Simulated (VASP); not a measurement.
Wanted: the native input for a VASP 6.6.1 run.

```
Task                   : single point
Functional             : r2SCAN
Potentials or basis    : VASP PAW PBE potentials, release 64 (Sn_d, O)
Cutoff                 : 520 eV
k mesh                 : 7 × 7 × 2
Occupations            : fermi-dirac, width 0.05 eV
Spin                   : no spin polarisation
Dipole correction      : no
Further INCAR settings : ALGO = Normal; EDIFF = 1e-06; NBANDS = 35
```

Crystal: SnO2.

```
Sn O
1.0
     3.09581    0.00000    0.00000
    -1.54791    2.68105    0.00000
     0.00000    0.00000   10.34042
Sn O
2 4
Direct
  0.00000 0.00000 0.50000
  0.00000 0.00000 0.00000
  0.66667 0.33333 0.40586
  0.66667 0.33333 0.09414
  0.33333 0.66667 0.59414
  0.33333 0.66667 0.90586
```

The input as run:

POSCAR

```
SnO2
1.0
    3.0958130324      0.0000000000      0.0000000000
   -1.5479065162      2.6810485639      0.0000000000
    0.0000000000      0.0000000000     10.3404206906
Sn O
2 4
Direct
    0.0000000000      0.0000000000      0.5000000000
    0.0000000000      0.0000000000      0.0000000000
    0.6666666667      0.3333333333      0.4058600000
    0.6666666667      0.3333333333      0.0941400000
    0.3333333333      0.6666666667      0.5941400000
    0.3333333333      0.6666666667      0.9058600000
```

INCAR.step1

```
SYSTEM = SnO2
ALGO = Normal ; EDIFF = 1E-4
ENCUT = 520 ; GGA = PE
ISMEAR = -1 ; LASPH = .TRUE.
LCHARG = .FALSE. ; LREAL = .FALSE.
LWAVE = .TRUE. ; NBANDS = 35
NELM = 60 ; PREC = Accurate
SIGMA = 0.05
```

INCAR.step2

```
SYSTEM = SnO2
ALGO = Normal ; EDIFF = 1E-6
ENCUT = 520 ; ISIF = 2
ISMEAR = -1 ; ISTART = 1
LASPH = .TRUE. ; LCHARG = .TRUE.
LELF = .TRUE. ; LMIXTAU = .TRUE.
LREAL = .FALSE. ; LVHAR = .TRUE.
LWAVE = .FALSE. ; METAGGA = R2SCAN
NBANDS = 35 ; NELM = 60
PREC = Accurate ; SIGMA = 0.05
```

KPOINTS

```
k-points
0
G
  7 7 2
  0 0 0
```

Potentials or basis: VASP PAW PBE potentials, release 64 (Sn_d, O).

The run is started by

```bash
$ cat potpaw_PBE.64/Sn_d/POTCAR potpaw_PBE.64/O/POTCAR > POTCAR
$ cp INCAR.step1 INCAR
$ mpirun -np 1 vasp_std > vasp.out
$ cp INCAR.step2 INCAR
$ mpirun -np 1 vasp_std > vasp.out
```

It gave:

The pressure is 16.5 GPa and the largest force is 1.178 eV/Å. The band gap on the k mesh is 3.57 eV (least direct gap 4.15 eV).

Caveat: the cell stands under pressure; the PAW data sets were made with another functional, which shifts forces and pressure a little; spin-orbit coupling is left out, which moves the levels of the heavy elements; an odd mesh through Γ misses points on the zone boundary, where band edges can lie.

Run time: 110 s on 1 thread of Intel(R) Xeon(R) 6975P-C (Granite Rapids), on a shared host, peak memory 0.22 GiB.
